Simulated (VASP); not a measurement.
Input of a VASP 6.6.1 run:

INCAR

```
PREC = Accurate ; ENCUT = 600
EDIFF = 1E-6 ; ISMEAR = 0
SIGMA = 0.01 ; LREAL = False
LASPH = True ; NELM = 60
ALGO = Normal ; ISIF = 4
LWAVE = False ; LCHARG = False
IBRION = 2 ; NSW = 50
EDIFFG = -0.01
```

The input KPOINTS:

```
regular mesh
0
Gamma
  10 10 10
```

The input POSCAR:

```
Si
1.0
   -3.4135697202      3.4135697202      1.9633563922
    3.4135697202     -3.4135697202      1.9633563922
    3.4135697202      3.4135697202     -1.9633563922
Si
4
Direct
    0.1783301945      0.1783301945      0.3566603891
    0.8216698055      0.8216698055      0.6433396109
    0.1783301945      0.8216698055      0.0000000000
    0.8216698055      0.1783301945      0.0000000000
```

Potentials or basis: VASP PAW LDA potentials, release 64 (Si).

Launch:

```sh
$ cat potpaw_LDA.64/Si/POTCAR > POTCAR
$ mpirun -np 1 vasp_std > vasp.out
```

**Question.** Predict the band gap on the k mesh.

**Answer.** 0.33 eV (least direct gap 0.48 eV).

Final structure:
```
Si
1.0
    -3.41609    3.41609    1.96046
     3.41609   -3.41609    1.96046
     3.41609    3.41609   -1.96046
Si
4
Direct
  0.17806 0.17806 0.35612
  0.82194 0.82194 0.64388
  0.17806 0.82194 0.00000
  0.82194 0.17806 0.00000
```

Caveat: semilocal functionals underestimate gaps, and a narrow one can read as zero. A k mesh can miss the band edges.
